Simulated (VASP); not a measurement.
CaS: single point with PBEsol

System: CaS, a slab with vacuum.

```
S Ca
1.0
     3.98410    0.00000    0.00000
    -1.99205    3.45033    0.00000
     0.00000    0.00000   25.13252
S Ca
3 3
Direct
  0.33333 0.66667 0.33821
  0.00000 0.00000 0.46764
  0.66667 0.33333 0.59865
  0.66667 0.33333 0.40292
  0.33333 0.66667 0.52602
  0.00000 0.00000 0.65736
```

```json
{
  "Program": "VASP 6.6.1",
  "Task": "single point",
  "Functional": "PBEsol",
  "Potentials or basis": "VASP PAW PBE potentials, release 64 (S, Ca_sv)",
  "Cutoff": "520 eV",
  "k mesh": "9 × 9 × 1",
  "Occupations": "gaussian, width 0.05 eV",
  "Spin": "no spin polarisation"
}
```

- Largest force: 1.263 eV/Å
- Band gap on the k mesh: zero (bands 24 and 25 overlap by 0.32 eV)

Forces on the atoms (eV/Å):
```
S    0.000  0.000  0.557
S    0.000  0.000  0.675
S    0.000  0.000 -0.007
Ca   0.000  0.000 -1.263
Ca   0.000  0.000  0.013
Ca   0.000  0.000  0.025
```

Levels at points of the mesh, in eV from the Fermi level:
```tsv
k point	band 22	band 23	band 24	band 25	band 26	band 27
(0.00, 0.00, 0.00)	-0.77	-0.35	0.28	0.28	1.85	2.10
```

Run time: 7.8 min on 1 thread of AMD EPYC 7571, with other jobs on the host, peak memory 0.44 GiB.

Caveat: the PAW data sets were made with another functional, which shifts forces and pressure a little.
